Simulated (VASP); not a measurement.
# Ge (R-3m) in VASP: a series of runs

Aim: see how the results for Ge move with the level of theory and the settings. Levels: PBE, r2SCAN. Tasks: single point.

Program: VASP 6.6.1. These are calculated values, not measurements. Logs are shortened: lines on timing, memory, paths and dates and some standing lists are left out, and cuts for length are marked.

### 1 The cell of the first run

It takes space group R-3m (No. 166, trigonal). Conventional cell: a = 3.851 Å, b = 3.851 Å, c = 9.970 Å, α = 90.00°, β = 90.00°, γ = 120.00°. Within 3.2 Å of Ge (site symmetry 3m) lie 4 Ge at 2.39 to 2.44 Å.

### 2 Single point, PBE (epitaxial 111 strain -4.0%)

File INCAR:

```
ALGO = Normal
EDIFF = 1E-6
ENCUT = 520
GGA = PE
ISIF = 2
ISMEAR = -1
LASPH = T
LCHARG = F
LREAL = F
LWAVE = F
NBANDS = 21
NELM = 100
PREC = Accurate
SIGMA = 0.02
```

File KPOINTS:

```
k-points
0
Gamma
  8 8 8
```

File POSCAR:

```
Ge
1.0
    0.1031332257      2.8265317973      2.8265317973
    2.8265317973      0.1031332257      2.8265317973
    2.8265317973      2.8265317973      0.1031332257
Ge
2
Direct
    0.0023983556      0.0023983556      0.0023983556
    0.2476016444      0.2476016444      0.2476016444
```

Potentials or basis: VASP PAW PBE potentials, release 64 (Ge_d).

The run is started by

```console
$ cat potpaw_PBE.64/Ge_d/POTCAR > POTCAR
$ mpirun -np 1 vasp_std > vasp.out
```

OUTCAR:

```text
EDIFF = 1E-6
   ENCUT = 520
   GGA = PE
   ISIF = 2
   ISMEAR = -1
   LASPH = T
   LREAL = F
   NELM = 100
   PREC = Accurate

 ion  position               nearest neighbor table
   1  0.002  0.002  0.002-   2 2.39   2 2.39   2 2.39   2 2.44
   2  0.248  0.248  0.248-   1 2.39   1 2.39   1 2.39   1 2.44

  LATTYP: Found a trigonal (rhomboedric) cell.
 ALAT       =     3.9986498302
 COS(alpha) =     0.5361306654

  Lattice vectors:

 A1 = (   0.1031332257,   2.8265317973,   2.8265317973)
 A2 = (   2.8265317973,   0.1031332257,   2.8265317973)
 A3 = (   2.8265317973,   2.8265317973,   0.1031332257)

Analysis of symmetry for initial positions (statically):
=====================================================================
 Subroutine PRICEL returns:
 Original cell was already a primitive cell.

 Routine SETGRP: Setting up the symmetry group for a
 trigonal (rhombohedral) supercell.

 Subroutine GETGRP returns: Found 12 space group operations
 (whereof  6 operations were pure point group operations)
 out of a pool of 12 trial point group operations.

The static configuration has the point symmetry C_3v.
 The point group associated with its full space group is D_3d.

Analysis of symmetry for dynamics (positions and initial velocities):
=====================================================================
 Subroutine PRICEL returns:
 Original cell was already a primitive cell.

 Routine SETGRP: Setting up the symmetry group for a
 trigonal (rhombohedral) supercell.

 Subroutine GETGRP returns: Found 12 space group operations
 (whereof  6 operations were pure point group operations)
 out of a pool of 12 trial point group operations.

The dynamic configuration has the point symmetry C_3v.
 The point group associated with its full space group is D_3d.

 Subroutine INISYM returns: Found 12 space group operations
 (whereof  6 operations are pure point group operations),
 and found     1 'primitive' translations

----------------------------------------------------------------------------------------

                                     Primitive cell

  volume of cell :      42.6931

  direct lattice vectors                    reciprocal lattice vectors
     0.103133226  2.826531797  2.826531797    -0.186883572  0.180304695  0.180304695
     2.826531797  0.103133226  2.826531797     0.180304695 -0.186883572  0.180304695
     2.826531797  2.826531797  0.103133226     0.180304695  0.180304695 -0.186883572

  length of vectors
     3.998649830  3.998649830  3.998649830     0.316140847  0.316140847  0.316140847

  position of ions in fractional coordinates (direct lattice)
     0.002398356  0.002398356  0.002398356
     0.247601644  0.247601644  0.247601644

  ion indices of the primitive-cell ions
   primitive index   ion index
                 1           1
                 2           2

----------------------------------------------------------------------------------------

 KPOINTS: k-points

Automatic generation of k-mesh.
 Grid dimensions read from file:
 generate k-points for:    8    8    8

 Generating k-lattice:

  Cartesian coordinates                     Fractional coordinates (reciprocal lattice)
    -0.023360446  0.022538087  0.022538087     0.125000000  0.000000000  0.000000000
     0.022538087 -0.023360446  0.022538087     0.000000000  0.125000000  0.000000000
     0.022538087  0.022538087 -0.023360446     0.000000000  0.000000000  0.125000000

  Length of vectors
     0.039517606  0.039517606  0.039517606

  Shift w.r.t. Gamma in fractional coordinates (k-lattice)
     0.000000000  0.000000000  0.000000000

 Subroutine IBZKPT returns following result:
 ===========================================

 Found     65 irreducible k-points:

 Following reciprocal coordinates:
            Coordinates               Weight
  0.000000  0.000000  0.000000      1.000000
  0.125000  0.000000 -0.000000      6.000000
  0.250000  0.000000 -0.000000      6.000000
  0.375000  0.000000 -0.000000      6.000000
  0.500000  0.000000 -0.000000      3.000000
  0.125000  0.125000  0.000000      6.000000
[... 16 lines left out ...]
  0.250000  0.125000  0.125000      6.000000
  0.375000  0.125000  0.125000      6.000000
 [... further k-points ...]
   k-points           NKPTS =     65   k-points in BZ     NKDIM =     65   number of bands    NBANDS=     21
   number of dos      NEDOS =    301   number of ions     NIONS =      2
   total plane-waves  NPLWV =  27000
   dimension x,y,z NGX =    30 NGY =   30 NGZ =   30
   dimension x,y,z NGXF=    60 NGYF=   60 NGZF=   60
   ions per type =               2
   NGX,Y,Z   is equivalent  to a cutoff of  12.47, 12.47, 12.47 a.u.
   NGXF,Y,Z  is equivalent  to a cutoff of  24.95, 24.95, 24.95 a.u.
 SYSTEM =  unknown system
   PREC   = accura    normal or accurate (medium, high low for compatibility)
   ISTART =      0    job   : 0-new  1-cont  2-samecut
   ICHARG =      2    charge: 1-file 2-atom 10-const
   ISPIN  =      1    spin polarized calculation?
   LNONCOLLINEAR =      F non collinear calculations
   LSORBIT =      F    spin-orbit coupling
   LASPH  =      T    aspherical Exc in radial PAW
   ENCUT  =  520.0 eV  38.22 Ry    6.18 a.u.   7.43  7.43  7.43*2*pi/ulx,y,z
   NELM   =    100;   NELMIN=  2; NELMDL= -5     # of ELM steps
   EDIFF  = 0.1E-05   stopping-criterion for ELM
   LREAL  =      F    real-space projection
   EDIFFG = 0.1E-04   stopping-criterion for IOM
   NSW    =      0    number of steps for IOM
   IBRION =     -1    ionic relax: 0-MD 1-quasi-New 2-CG
   NFREE  =      0    steps in history (QN), initial steepest desc. (CG)
   ISIF   =      2    stress and relaxation
   ISYM   =      2    0-nonsym 1-usesym 2-fastsym
   POTIM  = 0.5000    time-step for ionic-motion
   TEBEG  =    0.0;   TEEND  =   0.0 temperature during run
   PSTRESS=    0.0 pullay stress
   NELECT =      28.0000    total number of electrons
   NUPDOWN=      -1.0000    fix difference up-down
   EMIN   =  10.00;   EMAX   =-10.00  energy-range for DOS
   EFERMI =   0.00;   METHOD = LEGACY
   ISMEAR =    -1;   SIGMA  =   0.02  broadening in eV -4-tet -1-fermi 0-gaus
   EFERMI_NEDOS =   21; number of points for ismear=-14 and -15
   IALGO  =     38    algorithm
   IMIX   =      4    mixing-type and parameters
     AMIX     =   0.40;   BMIX     =  1.00
     AMIX_MAG =   1.60;   BMIX_MAG =  1.00
  volume/ion in A,a.u.               =      21.35       144.05
  Fermi-wavevector in a.u.,A,eV,Ry     =   1.422356  2.687862 27.525881  2.023095
  Thomas-Fermi vector in A             =   2.543068
   LORBIT       =      0    0 simple, 1 ext, 2 COOP (PROOUT), +10 PAW based schemes
   GGA     = PE    functional components
   LHFCALC =     F    Hartree Fock is set to
   AEXX    =    0.0000 exact exchange contribution
   IVDW    =     0    specifies the selected vdW correction
   LEPSILON=     F    determine dielectric tensor
   LRPA    =     F    only Hartree local field effects (RPA)
 non-spin polarized calculation
  energy-cutoff  :      520.00
  volume of cell :       42.69
 maximum number of plane-waves:      1161
 NGX is ok and might be reduce to    30
   NGX = 15   NGY = 15   NGZ = 15

 number of electron      27.9999997 magnetization

 Free energy of the ion-electron system (eV)
  ---------------------------------------------------
  ext. energy  EPLUGINS =         0.00000000
  ---------------------------------------------------
  free energy    TOTEN  =        -8.86552557 eV

  energy without entropy =       -8.86530881  energy(sigma->0) =       -8.86541719

 E-fermi :   5.7406     XC(G=0): -10.2099

 val. band max:        5.7332607128   @ k =   0.5000   0.0000  -0.0000
 cond. band min:       5.7824556746   @ k =   0.0000   0.0000   0.0000
 fundamental gap:      0.0491949618
 Fermi energy:         5.7406354858

 k-point     1 :       0.0000    0.0000    0.0000
  band No.  band energies     occupation
      1     -19.3377      2.00000
      2     -19.3377      2.00000
      3     -19.2893      2.00000
      4     -19.2804      2.00000
      5     -19.2804      2.00000
      6     -19.0735      2.00000
[... 13 lines left out ...]
     20      15.2485      0.00000
     21      15.2485      0.00000

 k-point     2 :       0.1250    0.0000   -0.0000
  band No.  band energies     occupation
      1     -19.3437      2.00000
      2     -19.3348      2.00000
      3     -19.3049      2.00000
      4     -19.2676      2.00000
      5     -19.2612      2.00000
      6     -19.0757      2.00000
[... 13 lines left out ...]
     20      14.1100      0.00000
     21      14.3706      0.00000

 k-point     3 :       0.2500    0.0000   -0.0000
  band No.  band energies     occupation
      1     -19.3511      2.00000
      2     -19.3317      2.00000
      3     -19.3110      2.00000
      4     -19.2447      2.00000
      5     -19.2437      2.00000
      6     -19.0765      2.00000
[... 13 lines left out ...]
     20      13.8379      0.00000
     21      14.3154      0.00000

 k-point     4 :       0.3750    0.0000   -0.0000
  band No.  band energies     occupation
      1     -19.3537      2.00000
      2     -19.3324      2.00000
      3     -19.3045      2.00000
      4     -19.2395      2.00000
      5     -19.2244      2.00000
      6     -19.0811      2.00000
[... 13 lines left out ...]
     20      15.3480      0.00000
     21      15.8110      0.00000

 k-point     5 :       0.5000    0.0000   -0.0000
  band No.  band energies     occupation
      1     -19.3540      2.00000
      2     -19.3325      2.00000
      3     -19.3004      2.00000
      4     -19.2396      2.00000
      5     -19.2174      2.00000
      6     -19.0872      2.00000
[... 13 lines left out ...]
     20      16.7748      0.00000
     21      17.4588      0.00000
[... 382 lines left out ...]
     20      18.0369      0.00000
     21      18.5914      0.00000

 k-point    22 :       0.1250    0.1250    0.1250
  band No.  band energies     occupation
      1     -19.3456      2.00000
      2     -19.3456      2.00000
      3     -19.2916      2.00000
      4     -19.2702      2.00000
      5     -19.2702      2.00000
      6     -19.0712      2.00000
[... 13 lines left out ...]
     20      14.4253      0.00000
     21      14.4253      0.00000

 k-point    23 :       0.2500    0.1250    0.1250
  band No.  band energies     occupation
      1     -19.3553      2.00000
      2     -19.3454      2.00000
      3     -19.2989      2.00000
      4     -19.2587      2.00000
      5     -19.2493      2.00000
      6     -19.0758      2.00000
[... 13 lines left out ...]
     20      13.9311      0.00000
     21      14.4757      0.00000

 k-point    24 :       0.3750    0.1250    0.1250
  band No.  band energies     occupation
      1     -19.3611      2.00000
      2     -19.3505      2.00000
      3     -19.2898      2.00000
      4     -19.2477      2.00000
      5     -19.2225      2.00000
      6     -19.0869      2.00000
[... 13 lines left out ...]
     20      14.2502      0.00000
     21      15.7749      0.00000

 [... further k-points ...]

------------------------ aborting loop because EDIFF is reached ----------------------------------------

  FORCE on cell =-STRESS in cart. coord.  units (eV):
  Direction    XX          YY          ZZ          XY          YZ          ZX
  --------------------------------------------------------------------------------------
  -------------------------------------------------------------------------------------
  Total        2.3165937      2.3165937      2.3165937     -0.6923684     -0.6923684     -0.6923684
  in kB       86.9365510     86.9365510     86.9365510    -25.9830296    -25.9830296    -25.9830296
  external PRESSURE =      86.9365510 kB  Pullay stress =       0.0000000 kB

 VOLUME and BASIS-vectors are now :
 -----------------------------------------------------------------------------
  energy-cutoff  :      520.00
  volume of cell :       42.69
      direct lattice vectors                 reciprocal lattice vectors
     0.103133226  2.826531797  2.826531797    -0.186883572  0.180304695  0.180304695
     2.826531797  0.103133226  2.826531797     0.180304695 -0.186883572  0.180304695
     2.826531797  2.826531797  0.103133226     0.180304695  0.180304695 -0.186883572

 POSITION                                       TOTAL-FORCE (eV/Angst)
 -----------------------------------------------------------------------------------
      0.01381      0.01381      0.01381         0.047300      0.047300      0.047300
      1.42524      1.42524      1.42524        -0.047300     -0.047300     -0.047300
 -----------------------------------------------------------------------------------
    total drift:                                0.000000      0.000000      0.000000

  FREE ENERGIE OF THE ION-ELECTRON SYSTEM (eV)
  ---------------------------------------------------
  free  energy   TOTEN  =        -8.8655255653 eV

  energy  without entropy=       -8.8653088116  energy(sigma->0) =       -8.86541719
```

It took 24 s on 1 thread of Intel Xeon 6975P-C (Granite Rapids), shared host; peak memory 0.18 GiB.

Results:

```
Free energy            : -8.8655 eV
Pressure               : 8.7 GPa
Largest force          : 0.082 eV/Å
Band gap on the k mesh : zero (band 14 reaches 5.78 eV, above the bottom of band 15 at 5.73 eV)
```

Forces in eV/Å, atoms in the order of the input:
```
Ge   0.047  0.047  0.047
Ge  -0.047 -0.047 -0.047
```

Stress tensor (GPa, compression positive):
```
 8.69 -2.60 -2.60
-2.60  8.69 -2.60
-2.60 -2.60  8.69
```

Levels at points of the mesh, in eV from the Fermi level:
```csv
k point,band 12,band 13,band 14,band 15,band 16,band 17
"(0.00, 0.00, 0.00)",-0.54,0.04,0.04,0.19,2.31,2.63
"(0.50, 0.00, 0.00)",-8.01,-1.88,-1.61,-0.01,3.45,3.65
"(0.50, 0.50, 0.00)",-9.18,-3.66,-3.19,0.21,0.83,9.66
"(0.50, 0.50, 0.50)",-8.12,-1.32,-1.32,0.84,3.89,3.89
```

Caveat: the cell differs from its parent crystal (epitaxial 111 strain -4.0%).

### 3 Single point, PBE (epitaxial 111 strain +4.0%)

File INCAR:

```
PREC     = Accurate       # precision mode
ENCUT    = 520            # plane-wave cutoff, eV
EDIFF    = 1E-6           # SCF threshold, eV
ISMEAR   = -1             # smearing method
SIGMA    = 0.02           # smearing width, eV
LREAL    = F              # projectors in reciprocal space
LASPH    = T              # aspherical terms in the spheres
NELM     = 60             # most SCF steps
ALGO     = Normal         # electronic algorithm
ISIF     = 2              # what is computed and relaxed
LWAVE    = F              # write WAVECAR
LCHARG   = T              # write CHGCAR
GGA      = PE             # functional
LELF     = T              # ELF
LVHAR    = T            
NBANDS   = 21             # bands
```

File KPOINTS:

```
Automatic mesh
0
Gamma
  8 8 8
```

File POSCAR:

```
Ge
1.0
   -0.1026928930      2.8476555596      2.8476555596
    2.8476555596     -0.1026928930      2.8476555596
    2.8476555596      2.8476555596     -0.1026928930
Ge
2
Direct
   -0.0023425977     -0.0023425977     -0.0023425977
    0.2523425977      0.2523425977      0.2523425977
```

Potentials or basis: VASP PAW PBE potentials, release 64 (Ge_d).

The run is started by

```console
$ cat potpaw_PBE.64/Ge_d/POTCAR > POTCAR
$ mpirun -np 1 vasp_std > vasp.out
```

OUTCAR:

```text
PREC = Accurate
   ENCUT = 520
   EDIFF = 1E-6
   ISMEAR = -1
   LREAL = F
   LASPH = T
   NELM = 60
   ISIF = 2
   GGA = PE

 ion  position               nearest neighbor table
   1  0.998  0.998  0.998-   2 2.47   2 2.53   2 2.53   2 2.53
   2  0.252  0.252  0.252-   1 2.47   1 2.53   1 2.53   1 2.53

  LATTYP: Found a trigonal (rhomboedric) cell.
 ALAT       =     4.0285022282
 COS(alpha) =     0.4636362644

  Lattice vectors:

[... 761 lines left out ...]
     21      14.4802      0.00000

 [... further k-points ...]

------------------------ aborting loop because EDIFF is reached ----------------------------------------

  FORCE on cell =-STRESS in cart. coord.  units (eV):
  Direction    XX          YY          ZZ          XY          YZ          ZX
  --------------------------------------------------------------------------------------
  -------------------------------------------------------------------------------------
  Total       -0.2767787     -0.2767787     -0.2767787      0.5271832      0.5271832      0.5271832
  in kB       -9.1092241     -9.1092241     -9.1092241     17.3504352     17.3504352     17.3504352
  external PRESSURE =      -9.1092241 kB  Pullay stress =       0.0000000 kB

 VOLUME and BASIS-vectors are now :
 -----------------------------------------------------------------------------
  energy-cutoff  :      520.00
  volume of cell :       48.68
      direct lattice vectors                 reciprocal lattice vectors
    -0.102692893  2.847655560  2.847655560    -0.166359634  0.172583381  0.172583381
     2.847655560 -0.102692893  2.847655560     0.172583381 -0.166359634  0.172583381
     2.847655560  2.847655560 -0.102692893     0.172583381  0.172583381 -0.166359634

 POSITION                                       TOTAL-FORCE (eV/Angst)
 -----------------------------------------------------------------------------------
      5.57952      5.57952      5.57952        -0.033516     -0.033516     -0.033516
      1.41126      1.41126      1.41126         0.033516      0.033516      0.033516
 -----------------------------------------------------------------------------------
    total drift:                               -0.000000     -0.000000     -0.000000

  FREE ENERGIE OF THE ION-ELECTRON SYSTEM (eV)
  ---------------------------------------------------
  free  energy   TOTEN  =        -8.9969450715 eV

  energy  without entropy=       -8.9965292078  energy(sigma->0) =       -8.99673714
```

OSZICAR:

```text
N       E                     dE             d eps       ncg     rms          rms(c)
DAV:   1     0.190960114441E+03    0.19096E+03   -0.14593E+04  3024   0.352E+03
DAV:   2     0.194252320392E+02   -0.17153E+03   -0.16628E+03  2735   0.638E+02
DAV:   3    -0.809599210424E+01   -0.27521E+02   -0.27350E+02  3130   0.144E+02
DAV:   4    -0.904925081509E+01   -0.95326E+00   -0.95286E+00  3070   0.314E+01
DAV:   5    -0.906548938252E+01   -0.16239E-01   -0.16238E-01  3085   0.456E+00    0.289E+00
DAV:   6    -0.901934810491E+01    0.46141E-01   -0.19716E-02  3245   0.153E+00    0.172E+00
DAV:   7    -0.899525260928E+01    0.24095E-01   -0.46193E-02  3261   0.199E+00    0.153E-01
DAV:   8    -0.899676086531E+01   -0.15083E-02   -0.62919E-03  3080   0.950E-01    0.541E-02
DAV:   9    -0.899687261605E+01   -0.11175E-03   -0.29019E-04  3401   0.260E-01    0.272E-02
DAV:  10    -0.899694193738E+01   -0.69321E-04   -0.94359E-05  3460   0.746E-02    0.454E-03
DAV:  11    -0.899694444150E+01   -0.25041E-05   -0.56680E-06  2714   0.293E-02    0.204E-03
DAV:  12    -0.899694507154E+01   -0.63004E-06   -0.74759E-07  2352   0.809E-03
   1 F= -.89969451E+01 E0= -.89967371E+01  d E =-.415864E-03
```

stdout:

```text
POSCAR found type information on POSCAR Ge
 POSCAR found :  1 types and       2 ions
 scaLAPACK will be used
 LDA part: xc-table for (Slater+PW92), standard interpolation
 POSCAR, INCAR and KPOINTS ok, starting setup
 FFT: planning ... GRIDC
 FFT: planning ... GRID_SOFT
 FFT: planning ... GRID
 WAVECAR not read
 entering main loop
```

It took 24 s on 1 thread of Intel Xeon 6975P-C (Granite Rapids), shared host; peak memory 0.19 GiB.

What came out:

```yaml
Free_energy: -8.9969 eV
Pressure: -0.9 GPa
Largest_force: 0.058 eV/Å
Band_gap_on_the_k_mesh: zero (band 14 reaches 4.20 eV, above the bottom of band 15 at 3.79 eV)
```

Forces in eV/Å, atoms in the order of the input:
```
Ge  -0.034 -0.034 -0.034
Ge   0.034  0.034  0.034
```

Stress tensor (GPa, compression positive):
```
-0.91  1.74  1.74
 1.74 -0.91  1.74
 1.74  1.74 -0.91
```

Levels at points of the mesh, in eV from the Fermi level:
```csv
k point,band 11,band 12,band 13,band 14,band 15,band 16,band 17,band 18
"(0.00, 0.00, 0.00)",-12.13,-0.59,-0.01,-0.01,0.34,2.47,2.47,3.07
"(0.50, 0.00, 0.00)",-10.29,-7.18,-1.17,-1.01,0.23,3.78,4.01,7.30
"(0.50, 0.50, 0.00)",-8.61,-8.42,-2.91,-2.51,0.69,1.21,8.72,9.07
"(0.50, 0.50, 0.50)",-9.96,-7.15,-1.43,-1.43,-0.41,3.60,3.60,6.88
```

Caveat: the cell differs from its parent crystal (epitaxial 111 strain +4.0%).

[end of part 1 of 2]
